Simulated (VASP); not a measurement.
Input of a VASP 6.6.1 run:

INCAR

```
SYSTEM = Cs2AgBiBr6
PREC = Accurate
ENCUT = 520
EDIFF = 1E-6
ISMEAR = 1
SIGMA = 0.0306
LREAL = .False.
LASPH = .True.
NELM = 60
ALGO = Normal
ISIF = 2
LWAVE = .False.
LCHARG = .True.
GGA = PE
LELF = .True.
LVHAR = .True.
NBANDS = 54
```

The input KPOINTS:

```
regular mesh
0
Gamma
  4 4 4
  0 0 0
```

Contents of POSCAR:

```
Cs2AgBiBr6
1.0
    0.0000000000      5.6098960000      5.6098960000
    5.6098960000      0.0000000000      5.6098960000
    5.6098960000      5.6098960000      0.0000000000
Bi Ag Cs Br
1 1 2 6
Direct
    0.0000000000      0.0000000000      0.0000000000
    0.5000000000      0.5000000000      0.5000000000
    0.2500000000      0.2500000000      0.2500000000
    0.7500000000      0.7500000000      0.7500000000
    0.2505500000      0.7494500000      0.2505500000
    0.2505500000      0.7494500000      0.7494500000
    0.7494500000      0.2505500000      0.7494500000
    0.7494500000      0.2505500000      0.2505500000
    0.2505500000      0.2505500000      0.7494500000
    0.7494500000      0.7494500000      0.2505500000
```

Potentials or basis: VASP PAW PBE potentials, release 64 (Bi_d, Ag, Cs_sv, Br).

Command:

```sh
$ cat potpaw_PBE.64/Bi_d/POTCAR potpaw_PBE.64/Ag/POTCAR potpaw_PBE.64/Cs_sv/POTCAR potpaw_PBE.64/Br/POTCAR > POTCAR
$ mpirun -np 1 vasp_std > vasp.out
```

(1) What does it give for the pressure?

(2) Predict the largest force.

(3) What does it give for the band gap on the k mesh?

Results:

(1) 2.0 GPa.

(2) 0.307 eV/Å.

(3) 1.26 eV (least direct gap 2.47 eV).

Caveat: spin-orbit coupling is left out, which moves the levels of the heavy elements.
